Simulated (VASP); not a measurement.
# SiNi2 (P6_3/mmc) in VASP: further runs

Runs on SiNi2. Level: PBEsol. Tasks: single point.

Program: VASP 6.6.1. These are calculated values, not measurements. Logs are shortened: lines on timing, memory, paths and dates and some standing lists are left out, and cuts for length are marked.

**1. The cell of the first run**

The structure is hexagonal, space group P6_3/mmc (No. 194). The conventional cell has a = 3.901 Å, b = 3.901 Å, c = 4.720 Å, α = 90.00°, β = 90.00°, γ = 120.00°. Si (site symmetry -6m2) has 11 Ni at 2.25 to 2.54 Å within 3.0 Å. Within 3.1 Å of Ni (site symmetry -3m) lie 8 Ni at 2.36 to 2.54 Å and 6 Si at 2.54 Å. Within 3.0 Å of Ni (site symmetry -6m2) lie 5 Si at 2.25 to 2.36 Å and 6 Ni at 2.54 Å.

**2. Single point, PBEsol (uniaxial strain along c: -4.0 %, then relaxed in part)**

The input, INCAR:

```
PREC = Accurate
ENCUT = 520
EDIFF = 1E-7
ISMEAR = 0
SIGMA = 0.1
LREAL = F
LASPH = T
NELM = 100
ALGO = Fast
ISIF = 2
LWAVE = F
LCHARG = F
GGA = PS
NBANDS = 33
```

The input, KPOINTS:

```
regular mesh
0
Gamma
  12 12 8
```

The input, POSCAR:

```
SiNi2
1.0
    3.9009263709      0.0000000000      0.0000000000
   -1.9504631854      3.3783013355      0.0000000000
    0.0000000000      0.0000000000      4.7203058603
Si Ni
2 4
Direct
    0.3333333338      0.6666666662      0.7500000000
    0.6666666662      0.3333333338      0.2500000000
    0.0000000000      0.0000000000      0.0000000000
    0.0000000000      0.0000000000      0.5000000000
    0.3333333329      0.6666666671      0.2500000000
    0.6666666671      0.3333333329      0.7500000000
```

Potentials or basis: VASP PAW PBE potentials, release 64 (Si, Ni).

Started as:

```console
$ cat potpaw_PBE.64/Si/POTCAR potpaw_PBE.64/Ni/POTCAR > POTCAR
$ mpirun -np 1 vasp_std > vasp.out
```

OUTCAR:

```text
PREC = Accurate
   ENCUT = 520
   EDIFF = 1E-7
   ISMEAR = 0
   LREAL = F
   LASPH = T
   NELM = 100
   ISIF = 2
   GGA = PS

 ion  position               nearest neighbor table
   1  0.333  0.667  0.750-   6 2.25   6 2.25   6 2.25   5 2.36   5 2.36   4 2.54   3 2.54   4 2.54
                             3 2.54   3 2.54   4 2.54
   2  0.667  0.333  0.250-   5 2.25   5 2.25   5 2.25   6 2.36   6 2.36   3 2.54   4 2.54   3 2.54
                             4 2.54   3 2.54   4 2.54
   3  0.000  0.000  0.000-   4 2.36   4 2.36   6 2.54   5 2.54   1 2.54   2 2.54   2 2.54   1 2.54
                             6 2.54   5 2.54   6 2.54   5 2.54   1 2.54   2 2.54
   4  0.000  0.000  0.500-   3 2.36   3 2.36   6 2.54   5 2.54   1 2.54   2 2.54   2 2.54   1 2.54
                             6 2.54   5 2.54   6 2.54   5 2.54   1 2.54   2 2.54
   5  0.333  0.667  0.250-   2 2.25   2 2.25   2 2.25   1 2.36   1 2.36   3 2.54   4 2.54   4 2.54
                             3 2.54   4 2.54   3 2.54
   6  0.667  0.333  0.750-   1 2.25   1 2.25   1 2.25   2 2.36   2 2.36   3 2.54   4 2.54   3 2.54
                             4 2.54   3 2.54   4 2.54

  LATTYP: Found a hexagonal cell.
 ALAT       =     3.9009263709
 C/A-ratio  =     1.2100474122

  Lattice vectors:

 A1 = (   3.9009263709,   0.0000000000,   0.0000000000)
 A2 = (  -1.9504631854,   3.3783013355,   0.0000000000)
 A3 = (   0.0000000000,   0.0000000000,   4.7203058603)

Analysis of symmetry for initial positions (statically):
=====================================================================
 Subroutine PRICEL returns:
 Original cell was already a primitive cell.

 Routine SETGRP: Setting up the symmetry group for a
 hexagonal supercell.

 Subroutine GETGRP returns: Found 24 space group operations
 (whereof 12 operations were pure point group operations)
 out of a pool of 24 trial point group operations.

The static configuration has the point symmetry D_3d.
 The point group associated with its full space group is D_6h.

Analysis of symmetry for dynamics (positions and initial velocities):
=====================================================================
 Subroutine PRICEL returns:
 Original cell was already a primitive cell.

 Routine SETGRP: Setting up the symmetry group for a
 hexagonal supercell.

 Subroutine GETGRP returns: Found 24 space group operations
 (whereof 12 operations were pure point group operations)
 out of a pool of 24 trial point group operations.

The dynamic configuration has the point symmetry D_3d.
 The point group associated with its full space group is D_6h.

 Subroutine INISYM returns: Found 24 space group operations
 (whereof 12 operations are pure point group operations),
 and found     1 'primitive' translations

[... 110 lines left out ...]
   POTIM  = 0.5000    time-step for ionic-motion
   TEBEG  =    0.0;   TEEND  =   0.0 temperature during run
   PSTRESS=    0.0 pullay stress
   NELECT =      48.0000    total number of electrons
   NUPDOWN=      -1.0000    fix difference up-down
   EMIN   =  10.00;   EMAX   =-10.00  energy-range for DOS
   EFERMI =   0.00;   METHOD = LEGACY
   ISMEAR =     0;   SIGMA  =   0.10  broadening in eV -4-tet -1-fermi 0-gaus
   EFERMI_NEDOS =   21; number of points for ismear=-14 and -15
   IALGO  =     68    algorithm
   IMIX   =      4    mixing-type and parameters
     AMIX     =   0.40;   BMIX     =  1.00
     AMIX_MAG =   1.60;   BMIX_MAG =  1.00
  volume/ion in A,a.u.               =      10.37        69.97
  Fermi-wavevector in a.u.,A,eV,Ry     =   1.501562  2.837540 30.676882  2.254687
  Thomas-Fermi vector in A             =   2.612916
   LORBIT       =      0    0 simple, 1 ext, 2 COOP (PROOUT), +10 PAW based schemes
   GGA     = PS    functional components
   LHFCALC =     F    Hartree Fock is set to
   AEXX    =    0.0000 exact exchange contribution
   IVDW    =     0    specifies the selected vdW correction
   LEPSILON=     F    determine dielectric tensor
   LRPA    =     F    only Hartree local field effects (RPA)
 non-spin polarized calculation
 RMM-DIIS sequential band-by-band and
 Gauss-broadening in eV      SIGMA  =   0.10
  energy-cutoff  :      520.00
  volume of cell :       62.21
 maximum number of plane-waves:      1707
 NGX is ok and might be reduce to    30
   NGX = 15   NGY = 15   NGZ = 17

 number of electron      48.0000002 magnetization

 Free energy of the ion-electron system (eV)
  ---------------------------------------------------
  ext. energy  EPLUGINS =         0.00000000
  ---------------------------------------------------
  free energy    TOTEN  =       -39.44286043 eV

  energy without entropy =      -39.42643143  energy(sigma->0) =      -39.43464593

 E-fermi :  11.8019     XC(G=0): -13.3518

 val. band max:       11.7940258072   @ k =   0.1667   0.1667   0.0000
 cond. band min:      11.8089022771   @ k =   0.2500   0.1667   0.1250
 fundamental gap:      0.0148764699
 Fermi energy:        11.8018793537

 k-point     1 :       0.0000    0.0000    0.0000
  band No.  band energies     occupation
      1      -1.2326      2.00000
      2       3.6669      2.00000
      3       5.2468      2.00000
      4       6.4401      2.00000
      5       6.4401      2.00000
      6       7.6223      2.00000
[... 853 lines left out ...]
     32      19.3669      0.00000
     33      19.9885      0.00000

 [... further k-points ...]

------------------------ aborting loop because EDIFF is reached ----------------------------------------

  FORCE on cell =-STRESS in cart. coord.  units (eV):
  Direction    XX          YY          ZZ          XY          YZ          ZX
  --------------------------------------------------------------------------------------
  -------------------------------------------------------------------------------------
  Total        0.1009516      0.1009516      6.1586385      0.0000000     -0.0000000      0.0000000
  in kB        2.6000839      2.6000839    158.6203919      0.0000000     -0.0000000      0.0000000
  external PRESSURE =      54.6068532 kB  Pullay stress =       0.0000000 kB

 VOLUME and BASIS-vectors are now :
 -----------------------------------------------------------------------------
  energy-cutoff  :      520.00
  volume of cell :       62.21
      direct lattice vectors                 reciprocal lattice vectors
     3.900926371  0.000000000  0.000000000     0.256349365  0.148003375  0.000000000
    -1.950463185  3.378301335  0.000000000     0.000000000  0.296006750  0.000000000
     0.000000000  0.000000000  4.720305860     0.000000000  0.000000000  0.211850679

 POSITION                                       TOTAL-FORCE (eV/Angst)
 -----------------------------------------------------------------------------------
      0.00000      2.25220      3.54023        -0.000000      0.000000      0.000000
      1.95046      1.12610      1.18008         0.000000      0.000000      0.000000
      0.00000      0.00000      0.00000        -0.000000      0.000000      0.000000
      0.00000      0.00000      2.36015        -0.000000      0.000000      0.000000
     -0.00000      2.25220      1.18008         0.000000      0.000000      0.000000
      1.95046      1.12610      3.54023        -0.000000     -0.000000      0.000000
 -----------------------------------------------------------------------------------
    total drift:                                0.000000     -0.000000      0.000000

  FREE ENERGIE OF THE ION-ELECTRON SYSTEM (eV)
  ---------------------------------------------------
  free  energy   TOTEN  =       -39.4428604284 eV

  energy  without entropy=      -39.4264314262  energy(sigma->0) =      -39.43464593
```

OSZICAR:

```text
N       E                     dE             d eps       ncg     rms          rms(c)
DAV:   1     0.322078985863E+03    0.32208E+03   -0.20872E+04  6294   0.190E+03
DAV:   2    -0.208047316171E+02   -0.34288E+03   -0.32377E+03  6270   0.373E+02
DAV:   3    -0.445383188716E+02   -0.23734E+02   -0.22544E+02  6935   0.125E+02
DAV:   4    -0.451483901455E+02   -0.61007E+00   -0.60653E+00  7532   0.183E+01
DAV:   5    -0.451692918552E+02   -0.20902E-01   -0.20894E-01  8090   0.315E+00    0.261E+01
RMM:   6    -0.460704794556E+02   -0.90119E+00   -0.72239E+01  6816   0.850E+01    0.243E+01
RMM:   7    -0.397242334697E+02    0.63462E+01   -0.20393E+01  6305   0.480E+01    0.772E+00
RMM:   8    -0.404363880150E+02   -0.71215E+00   -0.25209E+00  6543   0.149E+01    0.112E+01
RMM:   9    -0.394478879076E+02    0.98850E+00   -0.11146E+00  6531   0.108E+01    0.119E+00
RMM:  10    -0.394429581181E+02    0.49298E-02   -0.86541E-02  6848   0.190E+00    0.621E-01
RMM:  11    -0.394420285827E+02    0.92954E-03   -0.27683E-02  7436   0.136E+00    0.287E-01
RMM:  12    -0.394427881680E+02   -0.75959E-03   -0.93667E-03  8067   0.567E-01    0.195E-01
RMM:  13    -0.394429462947E+02   -0.15813E-03   -0.16841E-03  8852   0.206E-01    0.110E-01
RMM:  14    -0.394428566418E+02    0.89653E-04   -0.35478E-04  6859   0.168E-01    0.253E-02
RMM:  15    -0.394428584675E+02   -0.18257E-05   -0.62714E-05  7653   0.656E-02    0.137E-02
RMM:  16    -0.394428599297E+02   -0.14621E-05   -0.22443E-05  8924   0.265E-02    0.476E-03
RMM:  17    -0.394428603500E+02   -0.42036E-06   -0.29166E-06  8177   0.899E-03    0.290E-03
RMM:  18    -0.394428604284E+02   -0.78348E-07   -0.62230E-07  6395   0.485E-03
   1 F= -.39442860E+02 E0= -.39434646E+02  d E =-.164290E-01
```

It took 6.5 min on 1 thread of Intel Xeon 8259CL, shared host; peak memory 0.29 GiB.

What came out:

- Free energy: -39.4429 eV
- Pressure: 5.5 GPa
- Band gap on the k mesh: zero (bands 24 and 25 overlap by 3.07 eV)

Levels at points of the mesh, in eV from the Fermi level:
```tsv
k point	band 20	band 21	band 22	band 23	band 24	band 25	band 26	band 27	band 28	band 29
(0.00, 0.00, 0.00)	-1.29	-0.69	-0.69	0.32	2.48	2.48	2.51	2.68	2.68	3.21
(0.50, 0.00, 0.00)	-1.48	-1.30	-1.23	-1.09	-0.72	-0.51	1.41	1.85	2.82	3.95
(0.00, 0.00, 0.50)	-1.33	-1.33	-1.33	2.21	2.21	3.21	3.21	3.21	3.21	4.24
(0.50, 0.00, 0.50)	-1.78	-1.35	-1.35	-0.92	-0.92	0.97	0.97	2.80	2.80	6.43
```

Caveat: the cell differs from its parent crystal (uniaxial strain along c: -4.0 %, then relaxed in part); the cell stands under pressure; the PAW data sets were made with another functional, which shifts forces and pressure a little.

**3. Single point, PBEsol (uniaxial strain along c: -4.0 %)**

The input, INCAR:

```
SYSTEM = SiNi2
PREC = Accurate
ENCUT = 520
EDIFF = 1E-6
ISMEAR = 0
SIGMA = 0.1
LREAL = .FALSE.
LASPH = .TRUE.
NELM = 60
ALGO = Fast
ISIF = 2
LWAVE = .FALSE.
LCHARG = .FALSE.
GGA = PS
NBANDS = 33
```

The input, KPOINTS:

```
Automatic mesh
0
G
  12 12 8
  0 0 0
```

The input, POSCAR:

```
SiNi2
1.0
    3.9071482940      0.0000000000      0.0000000000
   -1.9535741470      3.3836896790      0.0000000000
    0.0000000000      0.0000000000      4.7203058603
Si Ni
2 4
Direct
    0.3333333320      0.6666666680      0.7500000000
    0.6666666680      0.3333333320      0.2500000000
    0.0000000000      0.0000000000      0.0000000000
    0.0000000000      0.0000000000      0.5000000000
    0.3333333329      0.6666666671      0.2500000000
    0.6666666671      0.3333333329      0.7500000000
```

Potentials or basis: VASP PAW PBE potentials, release 64 (Si, Ni).

Started as:

```console
$ cat potpaw_PBE.64/Si/POTCAR potpaw_PBE.64/Ni/POTCAR > POTCAR
$ mpirun -np 1 vasp_std > vasp.out
```

Wall time 5.6 min (1 thread of Intel Xeon 8259CL, shared host); peak memory 0.29 GiB.

The run converged. Its results:

```yaml
Free_energy: -39.4426 eV
Pressure: 4.8 GPa
Band_gap_on_the_k_mesh: zero (bands 24 and 25 overlap by 3.04 eV)
```

Stress tensor (GPa, compression positive):
```
-0.62  0.00  0.00
 0.00 -0.62  0.00
 0.00  0.00 15.50
```

Levels at points of the mesh, in eV from the Fermi level:
| k point | band 22 | band 23 | band 24 | band 25 | band 26 | band 27 |
| --- | --- | --- | --- | --- | --- | --- |
| (0.00, 0.00, 0.00) | -0.69 | 0.32 | 2.46 | 2.46 | 2.48 | 2.67 |
| (0.50, 0.00, 0.00) | -1.22 | -1.08 | -0.72 | -0.51 | 1.40 | 1.84 |
| (0.00, 0.00, 0.50) | -1.33 | 2.19 | 2.19 | 3.20 | 3.20 | 3.20 |
| (0.50, 0.00, 0.50) | -1.35 | -0.92 | -0.92 | 0.96 | 0.96 | 2.78 |

Caveat: the cell differs from its parent crystal (uniaxial strain along c: -4.0 %); the cell stands under pressure; the PAW data sets were made with another functional, which shifts forces and pressure a little.

**4. Single point, PBEsol (uniaxial strain along c: -2.0 %, then relaxed in part)**

The input, INCAR:

```
PREC = Accurate
ENCUT = 520
EDIFF = 1E-6
ISMEAR = 0
SIGMA = 0.1
LREAL = False
LASPH = True
NELM = 80
ALGO = Fast
ISIF = 2
LWAVE = False
LCHARG = False
GGA = PS
NBANDS = 33
```

The input, KPOINTS:

```
Automatic mesh
0
Gamma
  12 12 8
```

Edit POSCAR of step 3 so:

```diff
@@ -2,5 +2,5 @@
 1.0
-    3.9071482940      0.0000000000      0.0000000000
-   -1.9535741470      3.3836896790      0.0000000000
-    0.0000000000      0.0000000000      4.7203058603
+    3.8845063507      0.0000000000      0.0000000000
+   -1.9422531754      3.3640811809      0.0000000000
+    0.0000000000      0.0000000000      4.8186455657
 Si Ni
```

Started as:

```console
$ cat potpaw_PBE.64/Si/POTCAR potpaw_PBE.64/Ni/POTCAR > POTCAR
$ mpirun -np 1 vasp_std > vasp.out
```

It took 5.6 min on 1 thread of Intel Xeon 8259CL, shared host; peak memory 0.28 GiB.

Results (log left out):

```
Free energy            : -39.5335 eV
Pressure               : 2.6 GPa
Band gap on the k mesh : zero (bands 24 and 25 overlap by 3.24 eV)
```

Stress tensor (GPa, compression positive):
```
0.35 0.00 0.00
0.00 0.35 0.00
0.00 0.00 7.19
```

Levels at points of the mesh, in eV from the Fermi level:
| k point | band 21 | band 22 | band 23 | band 24 | band 25 | band 26 | band 27 | band 28 |
| --- | --- | --- | --- | --- | --- | --- | --- | --- |
| (0.00, 0.00, 0.00) | -0.67 | -0.67 | 0.22 | 2.61 | 2.61 | 2.63 | 2.78 | 2.78 |
| (0.50, 0.00, 0.00) | -1.31 | -1.27 | -1.06 | -0.72 | -0.54 | 1.31 | 1.86 | 2.91 |
| (0.00, 0.00, 0.50) | -1.31 | -1.31 | 2.24 | 2.24 | 3.27 | 3.27 | 3.27 | 3.27 |
| (0.50, 0.00, 0.50) | -1.33 | -1.33 | -0.93 | -0.93 | 0.97 | 0.97 | 2.88 | 2.88 |

Caveat: the cell differs from its parent crystal (uniaxial strain along c: -2.0 %, then relaxed in part); the PAW data sets were made with another functional, which shifts forces and pressure a little. Spin polarisation is off, so any magnetic state and its effect on volume and gap are missing.

**5. Overview**

| cell | further INCAR settings | gap on the mesh (eV) | pressure (GPa) |
| --- | --- | --- | --- |
| a = 3.901, b = 3.901, c = 4.720 Å, angles 90.0, 90.0, 120.0°, 6 atoms | ALGO = Fast; EDIFF = 1e-07; NBANDS = 33 | none | 5.5 |
| a = 3.907, b = 3.907, c = 4.720 Å, angles 90.0, 90.0, 120.0°, 6 atoms | ALGO = Fast; EDIFF = 1e-06; NBANDS = 33 | none | 4.8 |
| a = 3.885, b = 3.885, c = 4.819 Å, angles 90.0, 90.0, 120.0°, 6 atoms | ALGO = Fast; EDIFF = 1e-06; NBANDS = 33 | none | 2.6 |

Alike in all rows: task single point; level PBEsol; potentials or basis VASP PAW PBE potentials, release 64 (Si, Ni); no spin polarisation; k mesh 12 × 12 × 8; cutoff (eV) 520; smearing gaussian 0.1 eV.

Caveats: the PAW data sets were made with another functional, which shifts forces and pressure a little; the cell stands under pressure (at least some runs).

Total energies depend on the potentials used, so only differences within one code and one set of settings carry meaning.
